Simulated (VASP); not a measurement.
Here is a VASP 6.6.1 calculation.

The input INCAR:

```
SYSTEM = Al3GaIr
PREC = Accurate ; ENCUT = 520
EDIFF = 1E-6 ; ISMEAR = 0
SIGMA = 0.1 ; LREAL = .False.
LASPH = .True. ; NELM = 100
ALGO = Fast ; ISIF = 2
LWAVE = .False. ; LCHARG = .True.
GGA = PE ; LELF = .True.
LVHAR = .True. ; NBANDS = 24
```

KPOINTS

```
Automatic mesh
0
Gamma
  4 4 4
  0 0 0
```

POSCAR

```
Al3GaIr
1.0
    4.1129771200      0.0000000000      0.0000000000
    0.0000000000      4.1129771200      0.0000000000
    0.0000000000      0.0000000000      4.1129771200
Al Ga Ir
3 1 1
Direct
    0.5000000000      0.0000000000      0.5000000000
    0.0000000000      0.5000000000      0.5000000000
    0.5000000000      0.5000000000      0.0000000000
    0.0000000000      0.0000000000      0.0000000000
    0.5000000000      0.5000000000      0.5000000000
```

Potentials or basis: VASP PAW PBE potentials, release 64 (Al, Ga_d, Ir).

Run with:

```bash
$ cat potpaw_PBE.64/Al/POTCAR potpaw_PBE.64/Ga_d/POTCAR potpaw_PBE.64/Ir/POTCAR > POTCAR
$ mpirun -np 1 vasp_std > vasp.out
```

**Question.** Predict the pressure.

**Answer.** 84.5 GPa.

**Question.** What does it give for the band gap on the k mesh?

**Answer.** Zero (an odd number of electrons rules out a gap without spin polarisation).

Caveat: the k points lie up to 0.38 Å⁻¹ apart, too coarse for converged energies and pressures of a metal; spin-orbit coupling is left out, which moves the levels of the heavy elements.
